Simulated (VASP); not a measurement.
# OsRuC4N4 (P-43m) in VASP: notebook

Runs on OsRuC4N4. Level: PBE. Tasks: single point.

Everything below comes from runs of VASP 6.6.1. Logs are shortened: lines on timing, memory, paths and dates and some standing lists are left out, and cuts for length are marked.

### Step 1. The cell of the first run

Symmetry: P-43m, No. 215, cubic system. The conventional cell has a = 5.772 Å, b = 5.772 Å, c = 5.772 Å, α = 90.00°, β = 90.00°, γ = 90.00°. Within 2.5 Å of Ru (site symmetry -43m) lie 4 N at 1.89 Å. Os (site symmetry -43m) has 4 C at 1.90 Å within 2.5 Å. C (site symmetry 3m) has 1 N at 1.21 Å within 1.6 Å. Within 1.6 Å of N (site symmetry 3m) lie 1 C at 1.21 Å.

### Step 2. Single point, PBE

The input, INCAR:

```
PREC = Accurate
ENCUT = 520
EDIFF = 1E-7
ISMEAR = 0
SIGMA = 0.1
LREAL = False
LASPH = True
NELM = 80
ALGO = Normal
ISIF = 2
LWAVE = False
LCHARG = False
GGA = PE
NBANDS = 40
```

The input, KPOINTS:

```
Automatic mesh
0
Gamma
  8 8 8
```

The input, POSCAR:

```
OsRuC4N4
1.0
    5.7722675213      0.0000000000      0.0000000000
    0.0000000000      5.7722675213      0.0000000000
    0.0000000000      0.0000000000      5.7722675213
Ru Os C N
1 1 4 4
Direct
    0.5000000000      0.5000000000      0.5000000000
    0.0000000000      0.0000000000      0.0000000000
    0.1901901641      0.1901901641      0.1901901641
    0.1901901641      0.8098098359      0.8098098359
    0.8098098359      0.1901901641      0.8098098359
    0.8098098359      0.8098098359      0.1901901641
    0.3108811212      0.3108811212      0.3108811212
    0.3108811212      0.6891188788      0.6891188788
    0.6891188788      0.3108811212      0.6891188788
    0.6891188788      0.6891188788      0.3108811212
```

Potentials or basis: VASP PAW PBE potentials, release 64 (Ru_pv, Os, C, N).

Run with:

```
$ cat potpaw_PBE.64/Ru_pv/POTCAR potpaw_PBE.64/Os/POTCAR potpaw_PBE.64/C/POTCAR potpaw_PBE.64/N/POTCAR > POTCAR
$ mpirun -np 1 vasp_std > vasp.out
```

OUTCAR:

```text
PREC = Accurate
   ENCUT = 520
   EDIFF = 1E-7
   ISMEAR = 0
   LREAL = False
   LASPH = True
   NELM = 80
   ISIF = 2
   GGA = PE

 ion  position               nearest neighbor table
   1  0.500  0.500  0.500-   7 1.89   8 1.89   9 1.89  10 1.89
   2  0.000  0.000  0.000-   3 1.90   4 1.90   5 1.90   6 1.90
   3  0.190  0.190  0.190-   7 1.21   2 1.90
   4  0.190  0.810  0.810-   8 1.21   2 1.90
   5  0.810  0.190  0.810-   9 1.21   2 1.90
   6  0.810  0.810  0.190-  10 1.21   2 1.90
   7  0.311  0.311  0.311-   3 1.21   1 1.89
   8  0.311  0.689  0.689-   4 1.21   1 1.89
   9  0.689  0.311  0.689-   5 1.21   1 1.89
  10  0.689  0.689  0.311-   6 1.21   1 1.89

  LATTYP: Found a simple cubic cell.
 ALAT       =     5.7722675213

  Lattice vectors:

 A1 = (   5.7722675213,   0.0000000000,   0.0000000000)
 A2 = (   0.0000000000,   5.7722675213,   0.0000000000)
 A3 = (   0.0000000000,   0.0000000000,   5.7722675213)

Analysis of symmetry for initial positions (statically):
=====================================================================
 Subroutine PRICEL returns:
 Original cell was already a primitive cell.

 Routine SETGRP: Setting up the symmetry group for a
 simple cubic supercell.

 Subroutine GETGRP returns: Found 24 space group operations
 (whereof 24 operations were pure point group operations)
 out of a pool of 48 trial point group operations.

The static configuration has the point symmetry T_d .

Analysis of symmetry for dynamics (positions and initial velocities):
=====================================================================
 Subroutine PRICEL returns:
 Original cell was already a primitive cell.

 Routine SETGRP: Setting up the symmetry group for a
 simple cubic supercell.

 Subroutine GETGRP returns: Found 24 space group operations
 (whereof 24 operations were pure point group operations)
 out of a pool of 48 trial point group operations.

The dynamic configuration has the point symmetry T_d .

 Subroutine INISYM returns: Found 24 space group operations
 (whereof 24 operations are pure point group operations),
 and found     1 'primitive' translations

----------------------------------------------------------------------------------------

                                     Primitive cell

  volume of cell :     192.3266

  direct lattice vectors                    reciprocal lattice vectors
     5.772267521  0.000000000  0.000000000     0.173242144  0.000000000  0.000000000
     0.000000000  5.772267521  0.000000000     0.000000000  0.173242144  0.000000000
     0.000000000  0.000000000  5.772267521     0.000000000  0.000000000  0.173242144

  length of vectors
     5.772267521  5.772267521  5.772267521     0.173242144  0.173242144  0.173242144

  position of ions in fractional coordinates (direct lattice)
     0.500000000  0.500000000  0.500000000
     0.000000000  0.000000000  0.000000000
     0.190190164  0.190190164  0.190190164
     0.190190164  0.809809836  0.809809836
     0.809809836  0.190190164  0.809809836
     0.809809836  0.809809836  0.190190164
     0.310881121  0.310881121  0.310881121
     0.310881121  0.689118879  0.689118879
     0.689118879  0.310881121  0.689118879
     0.689118879  0.689118879  0.310881121

  ion indices of the primitive-cell ions
   primitive index   ion index
                 1           1
                 2           2
                 3           3
                 4           4
                 5           5
                 6           6
                 7           7
                 8           8
                 9           9
                10          10

----------------------------------------------------------------------------------------

 KPOINTS: Automatic mesh

Automatic generation of k-mesh.
 Grid dimensions read from file:
 generate k-points for:    8    8    8

 Generating k-lattice:

  Cartesian coordinates                     Fractional coordinates (reciprocal lattice)
     0.021655268  0.000000000  0.000000000     0.125000000  0.000000000  0.000000000
     0.000000000  0.021655268  0.000000000     0.000000000  0.125000000  0.000000000
     0.000000000  0.000000000  0.021655268     0.000000000  0.000000000  0.125000000

  Length of vectors
     0.021655268  0.021655268  0.021655268

  Shift w.r.t. Gamma in fractional coordinates (k-lattice)
     0.000000000  0.000000000  0.000000000

 Subroutine IBZKPT returns following result:
 ===========================================

 Found     35 irreducible k-points:

 Following reciprocal coordinates:
            Coordinates               Weight
  0.000000  0.000000  0.000000      1.000000
  0.125000  0.000000  0.000000      6.000000
  0.250000  0.000000  0.000000      6.000000
  0.375000  0.000000  0.000000      6.000000
  0.500000  0.000000  0.000000      3.000000
  0.125000  0.125000  0.000000     12.000000
[... 16 lines left out ...]
  0.375000  0.375000  0.125000     24.000000
  0.500000  0.375000  0.125000     24.000000
 [... further k-points ...]
   k-points           NKPTS =     35   k-points in BZ     NKDIM =     35   number of bands    NBANDS=     40
   number of dos      NEDOS =    301   number of ions     NIONS =     10
   total plane-waves  NPLWV = 110592
   dimension x,y,z NGX =    48 NGY =   48 NGZ =   48
   dimension x,y,z NGXF=    96 NGYF=   96 NGZF=   96
   ions per type =               1   1   4   4
   NGX,Y,Z   is equivalent  to a cutoff of  13.82, 13.82, 13.82 a.u.
   NGXF,Y,Z  is equivalent  to a cutoff of  27.65, 27.65, 27.65 a.u.
 SYSTEM =  unknown system
   PREC   = accura    normal or accurate (medium, high low for compatibility)
   ISTART =      0    job   : 0-new  1-cont  2-samecut
   ICHARG =      2    charge: 1-file 2-atom 10-const
   ISPIN  =      1    spin polarized calculation?
   LNONCOLLINEAR =      F non collinear calculations
   LSORBIT =      F    spin-orbit coupling
   LASPH  =      T    aspherical Exc in radial PAW
   ENCUT  =  520.0 eV  38.22 Ry    6.18 a.u.  10.73 10.73 10.73*2*pi/ulx,y,z
   NELM   =     80;   NELMIN=  2; NELMDL= -5     # of ELM steps
   EDIFF  = 0.1E-06   stopping-criterion for ELM
   LREAL  =      F    real-space projection
   EDIFFG = 0.1E-05   stopping-criterion for IOM
   NSW    =      0    number of steps for IOM
   IBRION =     -1    ionic relax: 0-MD 1-quasi-New 2-CG
   NFREE  =      0    steps in history (QN), initial steepest desc. (CG)
   ISIF   =      2    stress and relaxation
   ISYM   =      2    0-nonsym 1-usesym 2-fastsym
   POTIM  = 0.5000    time-step for ionic-motion
   TEBEG  =    0.0;   TEEND  =   0.0 temperature during run
   PSTRESS=    0.0 pullay stress
   NELECT =      58.0000    total number of electrons
   NUPDOWN=      -1.0000    fix difference up-down
   EMIN   =  10.00;   EMAX   =-10.00  energy-range for DOS
   EFERMI =   0.00;   METHOD = LEGACY
   ISMEAR =     0;   SIGMA  =   0.10  broadening in eV -4-tet -1-fermi 0-gaus
   EFERMI_NEDOS =   21; number of points for ismear=-14 and -15
   IALGO  =     38    algorithm
   IMIX   =      4    mixing-type and parameters
     AMIX     =   0.40;   BMIX     =  1.00
     AMIX_MAG =   1.60;   BMIX_MAG =  1.00
  volume/ion in A,a.u.               =      19.23       129.79
  Fermi-wavevector in a.u.,A,eV,Ry     =   1.097837  2.074610 16.398357  1.205245
  Thomas-Fermi vector in A             =   2.234204
   LORBIT       =      0    0 simple, 1 ext, 2 COOP (PROOUT), +10 PAW based schemes
   GGA     = PE    functional components
   LHFCALC =     F    Hartree Fock is set to
   AEXX    =    0.0000 exact exchange contribution
   IVDW    =     0    specifies the selected vdW correction
   LEPSILON=     F    determine dielectric tensor
   LRPA    =     F    only Hartree local field effects (RPA)
 non-spin polarized calculation
 Gauss-broadening in eV      SIGMA  =   0.10
  energy-cutoff  :      520.00
  volume of cell :      192.33
 maximum number of plane-waves:      5232
 NGX is ok and might be reduce to    48
   NGX = 21   NGY = 21   NGZ = 21

 number of electron      57.9999999 magnetization

 Free energy of the ion-electron system (eV)
  ---------------------------------------------------
  ext. energy  EPLUGINS =         0.00000000
  ---------------------------------------------------
  free energy    TOTEN  =       -83.94476857 eV

  energy without entropy =      -83.92794639  energy(sigma->0) =      -83.93635748

 E-fermi :   0.5197     XC(G=0):  -7.8180

 val. band max:        0.5064130594   @ k =   0.1250   0.1250   0.0000
 cond. band min:       0.5459364224   @ k =   0.3750   0.3750   0.0000
 fundamental gap:      0.0395233630
 Fermi energy:         0.5196691051

 k-point     1 :       0.0000    0.0000    0.0000
  band No.  band energies     occupation
      1     -43.5631      2.00000
      2     -43.5631      2.00000
      3     -43.5631      2.00000
      4     -17.9245      2.00000
      5     -17.7534      2.00000
      6     -17.7534      2.00000
[... 32 lines left out ...]
     39       6.1361      0.00000
     40       6.1752      0.00000

 k-point     2 :       0.1250    0.0000    0.0000
  band No.  band energies     occupation
      1     -43.5631      2.00000
      2     -43.5631      2.00000
      3     -43.5631      2.00000
      4     -17.9189      2.00000
      5     -17.7588      2.00000
      6     -17.7534      2.00000
[... 935 lines left out ...]
     39       5.7841      0.00000
     40       6.0482      0.00000

 k-point    24 :       0.5000    0.3750    0.1250
  band No.  band energies     occupation
      1     -43.5631      2.00000
      2     -43.5631      2.00000
      3     -43.5631      2.00000
      4     -17.8552      2.00000
      5     -17.7888      2.00000
      6     -17.7707      2.00000
[... 32 lines left out ...]
     39       5.8746      0.00000
     40       5.9672      0.00000

 [... further k-points ...]

------------------------ aborting loop because EDIFF is reached ----------------------------------------

  FORCE on cell =-STRESS in cart. coord.  units (eV):
  Direction    XX          YY          ZZ          XY          YZ          ZX
  --------------------------------------------------------------------------------------
  -------------------------------------------------------------------------------------
  Total        0.4769862      0.4769862      0.4769862      0.0000000      0.0000000     -0.0000000
  in kB        3.9735348      3.9735348      3.9735348      0.0000000      0.0000000     -0.0000000
  external PRESSURE =       3.9735348 kB  Pullay stress =       0.0000000 kB

 VOLUME and BASIS-vectors are now :
 -----------------------------------------------------------------------------
  energy-cutoff  :      520.00
  volume of cell :      192.33
      direct lattice vectors                 reciprocal lattice vectors
     5.772267521  0.000000000  0.000000000     0.173242144  0.000000000  0.000000000
     0.000000000  5.772267521  0.000000000     0.000000000  0.173242144  0.000000000
     0.000000000  0.000000000  5.772267521     0.000000000  0.000000000  0.173242144

 POSITION                                       TOTAL-FORCE (eV/Angst)
 -----------------------------------------------------------------------------------
      2.88613      2.88613      2.88613        -0.000000     -0.000000     -0.000000
      0.00000      0.00000      0.00000        -0.000000     -0.000000      0.000000
      1.09783      1.09783      1.09783        -0.018105     -0.018105     -0.018105
      1.09783      4.67444      4.67444        -0.018105      0.018105      0.018105
      4.67444      1.09783      4.67444         0.018105     -0.018105      0.018105
      4.67444      4.67444      1.09783         0.018105      0.018105     -0.018105
      1.79449      1.79449      1.79449         0.122936      0.122936      0.122936
      1.79449      3.97778      3.97778         0.122936     -0.122936     -0.122936
      3.97778      1.79449      3.97778        -0.122936      0.122936     -0.122936
      3.97778      3.97778      1.79449        -0.122936     -0.122936      0.122936
 -----------------------------------------------------------------------------------
    total drift:                               -0.000000     -0.000000      0.000000

  FREE ENERGIE OF THE ION-ELECTRON SYSTEM (eV)
  ---------------------------------------------------
  free  energy   TOTEN  =       -83.9447685746 eV

  energy  without entropy=      -83.9279463867  energy(sigma->0) =      -83.93635748
```

Run time: 6 min. Hardware: 1 thread of Intel Xeon Platinum 8259CL at 2.50GHz (Skylake/Cascade Lake), shared host; peak memory 0.49 GiB.

Results:

```yaml
Free_energy: -83.9448 eV
Pressure: 0.4 GPa
Largest_force: 0.213 eV/Å
Band_gap_on_the_k_mesh: zero (bands 29 and 30 overlap by 0.65 eV)
```

Forces in eV/Å, atoms in the order of the input:
```
Ru   0.000  0.000  0.000
Os   0.000  0.000  0.000
C   -0.018 -0.018 -0.018
C   -0.018  0.018  0.018
C    0.018 -0.018  0.018
C    0.018  0.018 -0.018
N    0.123  0.123  0.123
N    0.123 -0.123 -0.123
N   -0.123  0.123 -0.123
N   -0.123 -0.123  0.123
```

Caveat: spin-orbit coupling is left out, which moves the levels of the heavy elements.

### Step 3. Single point, PBE, collinear spin, antiferromagnetic start

The input, INCAR:

```
PREC = Accurate
ENCUT = 520
EDIFF = 1E-7
ISMEAR = 0
SIGMA = 0.1
LREAL = False
LASPH = True
NELM = 150
ALGO = Normal
ISIF = 2
LWAVE = False
LCHARG = False
ISPIN = 2
MAGMOM = -1 1 0 0 0 0 0 0 0 0
LORBIT = 11
LMAXMIX = 4
GGA = PE
NBANDS = 44
```

The input, KPOINTS:

```
regular mesh
0
Gamma
  4 4 4
```

The input, POSCAR:

```
OsRuC4N4
1.0
    5.7743411771      0.0000000000      0.0000000000
    0.0000000000      5.7743411771      0.0000000000
    0.0000000000      0.0000000000      5.7743411771
Ru Os C N
1 1 4 4
Direct
    0.5000000000      0.5000000000      0.5000000000
    0.0000000000      0.0000000000      0.0000000000
    0.1902039678      0.1902039678      0.1902039678
    0.1902039678      0.8097960322      0.8097960322
    0.8097960322      0.1902039678      0.8097960322
    0.8097960322      0.8097960322      0.1902039678
    0.3108783162      0.3108783162      0.3108783162
    0.3108783162      0.6891216838      0.6891216838
    0.6891216838      0.3108783162      0.6891216838
    0.6891216838      0.6891216838      0.3108783162
```

Potentials or basis: VASP PAW PBE potentials, release 64 (Ru_pv, Os, C, N).

Run with:

```
$ cat potpaw_PBE.64/Ru_pv/POTCAR potpaw_PBE.64/Os/POTCAR potpaw_PBE.64/C/POTCAR potpaw_PBE.64/N/POTCAR > POTCAR
$ mpirun -np 1 vasp_std > vasp.out
```

OUTCAR:

```text
PREC = Accurate
   ENCUT = 520
   EDIFF = 1E-7
   ISMEAR = 0
   LREAL = False
   LASPH = True
   NELM = 150
   ISIF = 2
   ISPIN = 2
   LORBIT = 11
   GGA = PE

 ion  position               nearest neighbor table
   1  0.500  0.500  0.500-   7 1.89   8 1.89   9 1.89  10 1.89
   2  0.000  0.000  0.000-   3 1.90   4 1.90   5 1.90   6 1.90
   3  0.190  0.190  0.190-   7 1.21   2 1.90
   4  0.190  0.810  0.810-   8 1.21   2 1.90
   5  0.810  0.190  0.810-   9 1.21   2 1.90
   6  0.810  0.810  0.190-  10 1.21   2 1.90
   7  0.311  0.311  0.311-   3 1.21   1 1.89
   8  0.311  0.689  0.689-   4 1.21   1 1.89
[... 1124 lines left out ...]
      1.79512      1.79512      1.79512         0.130754      0.130754      0.130754
      1.79512      3.97922      3.97922         0.130754     -0.130754     -0.130754
      3.97922      1.79512      3.97922        -0.130754      0.130754     -0.130754
      3.97922      3.97922      1.79512        -0.130754     -0.130754      0.130754
 -----------------------------------------------------------------------------------
    total drift:                               -0.000000     -0.000000      0.000000

  FREE ENERGIE OF THE ION-ELECTRON SYSTEM (eV)
  ---------------------------------------------------
  free  energy   TOTEN  =       -83.9844786761 eV

  energy  without entropy=      -83.9680569180  energy(sigma->0) =      -83.97626780

 total charge

# of ion       s       p       d       tot
------------------------------------------
    1        0.378   6.401   5.891  12.670
    2        0.742   0.932   6.218   7.892
    3        0.930   1.628   0.000   2.557
    4        0.930   1.628   0.000   2.557
    5        0.930   1.628   0.000   2.557
    6        0.930   1.628   0.000   2.557
    7        1.281   2.584   0.000   3.865
    8        1.281   2.584   0.000   3.865
    9        1.281   2.584   0.000   3.865
   10        1.281   2.584   0.000   3.865
--------------------------------------------------
tot          9.964  24.181  12.110  46.254

 magnetization (x)

# of ion       s       p       d       tot
------------------------------------------
    1       -0.000   0.000   0.000   0.000
    2       -0.000  -0.000  -0.000  -0.000
    3        0.000   0.000   0.000   0.000
    4        0.000   0.000   0.000   0.000
    5        0.000   0.000   0.000   0.000
    6        0.000   0.000   0.000   0.000
    7        0.000   0.000   0.000   0.000
    8        0.000   0.000   0.000   0.000
    9        0.000   0.000   0.000   0.000
   10        0.000   0.000   0.000   0.000
--------------------------------------------------
tot         -0.000   0.000   0.000   0.000
```

OSZICAR:

```text
N       E                     dE             d eps       ncg     rms          rms(c)
DAV:   1     0.375322167890E+03    0.37532E+03   -0.29173E+04  1952   0.117E+03
DAV:   2    -0.573662809622E+02   -0.43269E+03   -0.41356E+03  2048   0.315E+02
[... 12 lines left out ...]
DAV:  15    -0.839844961925E+02    0.47219E-04   -0.93419E-05  2196   0.440E-02    0.209E-01
DAV:  16    -0.839844866634E+02    0.95291E-05   -0.28530E-05  2064   0.222E-02    0.130E-01
DAV:  17    -0.839844821837E+02    0.44797E-05   -0.95118E-06  1928   0.122E-02    0.661E-02
DAV:  18    -0.839844798438E+02    0.23399E-05   -0.34548E-06  2228   0.846E-03    0.422E-02
DAV:  19    -0.839844787171E+02    0.11267E-05   -0.33639E-06  2108   0.773E-03    0.931E-03
DAV:  20    -0.839844786761E+02    0.41082E-07   -0.24544E-07  1572   0.214E-03
   1 F= -.83984479E+02 E0= -.83976268E+02  d E =-.164218E-01  mag=     0.0000
```

stdout:

```text
POSCAR found type information on POSCAR RuOsC N
 POSCAR found :  4 types and      10 ions
 scaLAPACK will be used
 LDA part: xc-table for (Slater+PW92), standard interpolation
 POSCAR, INCAR and KPOINTS ok, starting setup
 FFT: planning ... GRIDC
 FFT: planning ... GRID_SOFT
 FFT: planning ... GRID
 WAVECAR not read
 entering main loop
```

Run time: 3.9 min. Hardware: 1 thread of Intel Xeon Platinum 8259CL at 2.50GHz (Skylake/Cascade Lake), shared host; peak memory 0.48 GiB.

Results:

* Free energy: -83.9845 eV
* Pressure: 0.3 GPa
* Largest force: 0.226 eV/Å
* Band gap on the k mesh: zero (filled and empty bands overlap)
* Net moment: 0.00 μB per cell
* Valence electrons inside the program's atomic spheres: Ru 12.67; Os 7.89; C 2.56; N 3.87

Forces on the atoms (eV/Å):
```
Ru   0.000  0.000  0.000
Os   0.000  0.000  0.000
C   -0.029 -0.029 -0.029
C   -0.029  0.029  0.029
C    0.029 -0.029  0.029
C    0.029  0.029 -0.029
N    0.131  0.131  0.131
N    0.131 -0.131 -0.131
N   -0.131  0.131 -0.131
N   -0.131 -0.131  0.131
```

Levels at points of the mesh, in eV from the Fermi level:
Spin up:
| k point | band 27 | band 28 | band 29 | band 30 | band 31 | band 32 |
| --- | --- | --- | --- | --- | --- | --- |
| (0.00, 0.00, 0.00) | -0.94 | -0.94 | -0.49 | -0.49 | 0.71 | 0.71 |
| (0.50, 0.00, 0.00) | -1.59 | -0.97 | -0.97 | 0.57 | 0.62 | 0.92 |
| (0.50, 0.50, 0.00) | -1.53 | -0.73 | -0.73 | 0.57 | 0.68 | 0.70 |
| (0.50, 0.50, 0.50) | -0.61 | -0.61 | -0.39 | -0.39 | 0.62 | 0.62 |
Spin down:
```csv
k point,band 25,band 26,band 27,band 28,band 29,band 30,band 31,band 32,band 33,band 34
"(0.00, 0.00, 0.00)",-3.41,-0.94,-0.94,-0.94,-0.49,-0.49,0.71,0.71,0.71,3.84
"(0.50, 0.00, 0.00)",-2.36,-1.95,-1.59,-0.97,-0.97,0.57,0.62,0.92,0.92,4.05
"(0.50, 0.50, 0.00)",-2.19,-1.98,-1.53,-0.73,-0.73,0.57,0.68,0.70,0.70,4.10
"(0.50, 0.50, 0.50)",-3.40,-0.61,-0.61,-0.61,-0.39,-0.39,0.62,0.62,0.62,3.74
```

Caveat: spin-orbit coupling is left out, which moves the levels of the heavy elements.

(Continued in part 2 of 2.)

The gap in the log of VASP goes by the Fermi energy; the results here count the filled bands.